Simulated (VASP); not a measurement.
Al12NO, 14 atoms in the cell. The cell holds a slab with vacuum, 14 atoms: a = 5.728 Å, b = 5.728 Å, c = 18.677 Å, α = 90.00°, β = 90.00°, γ = 60.00°. 

```yaml
Program: VASP 6.6.1
Task: single point
Functional: PBE
Dispersion: D3(BJ)
Potentials_or_basis: VASP PAW PBE potentials, release 64 (Al, N, O)
Cutoff: 520 eV
k_mesh: 3 × 3 × 1
Occupations: fermi-dirac, width 0.1 eV
Spin: no spin polarisation
Dipole_correction: no
Further_INCAR_settings: ALGO = Normal; EDIFF = 1e-06; NBANDS = 36
```

Potentials or basis: VASP PAW PBE potentials, release 64 (Al, N, O).

Run with:

```bash
$ cat potpaw_PBE.64/Al/POTCAR potpaw_PBE.64/N/POTCAR potpaw_PBE.64/O/POTCAR > POTCAR
$ mpirun -np 1 vasp_std > vasp.out
```

Hardware: 1 thread of Intel Xeon 8259CL (shared host).

Task: Estimate the wall time of this run.

Result: Run time: 14 min on 1 thread of Intel Xeon 8259CL (shared host), peak memory 0.66 GiB. Counts: scf iterations 25, k points 5.
